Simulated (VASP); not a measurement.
Wanted: the native input for a VASP 6.6.1 run.

| Property | Result |
| --- | --- |
| Task | single point |
| Functional | PBE |
| Potentials or basis | VASP PAW PBE potentials, release 64 (Pb_d, O) |
| Cutoff | 520 eV |
| k mesh | 6 × 6 × 6 |
| Occupations | fermi-dirac, width 0.02 eV |
| Spin | no spin polarisation |
| Dipole correction | no |
| Further INCAR settings | ALGO = Normal; EDIFF = 1e-06; NBANDS = 28 |

The structure of PbO (Litharge) lies in POSCAR:

```
PbO
1.0
    3.9804038992      0.0000000000      0.0000000000
    0.0000000000      3.9804038992      0.0000000000
    0.0000000000      0.0000000000      5.0009130541
Pb O
2 2
Direct
    0.0000000000      0.5000000000      0.2366325577
    0.5000000000      0.0000000000      0.7633674423
    0.0000000000      0.0000000000      0.0000000000
    0.5000000000      0.5000000000      0.0000000000
```

The input as run:

INCAR

```
SYSTEM = PbO
  PREC = Accurate
  ENCUT = 520
  EDIFF = 1E-6
  ISMEAR = -1
  SIGMA = 0.02
  LREAL = .FALSE.
  LASPH = .TRUE.
  NELM = 100
  ALGO = Normal
  ISIF = 2
  LWAVE = .FALSE.
  LCHARG = .FALSE.
  GGA = PE
  NBANDS = 28
```

KPOINTS

```
Automatic mesh
0
G
  6 6 6
  0 0 0
```

Potentials or basis: VASP PAW PBE potentials, release 64 (Pb_d, O).

Run with:

```console
$ cat potpaw_PBE.64/Pb_d/POTCAR potpaw_PBE.64/O/POTCAR > POTCAR
$ mpirun -np 1 vasp_std > vasp.out
```

Results of the run:

```json
{
  "Pressure": "4.6 GPa",
  "Largest force": "0.400 eV/Å",
  "Band gap on the k mesh": "1.23 eV, indirect (least direct gap 2.28 eV)"
}
```

Caveat: spin-orbit coupling is left out, which moves the levels of the heavy elements.

It took 36 s on 1 thread of Intel(R) Xeon(R) 6975P-C (Granite Rapids), with other jobs on the host, peak memory 0.22 GiB.
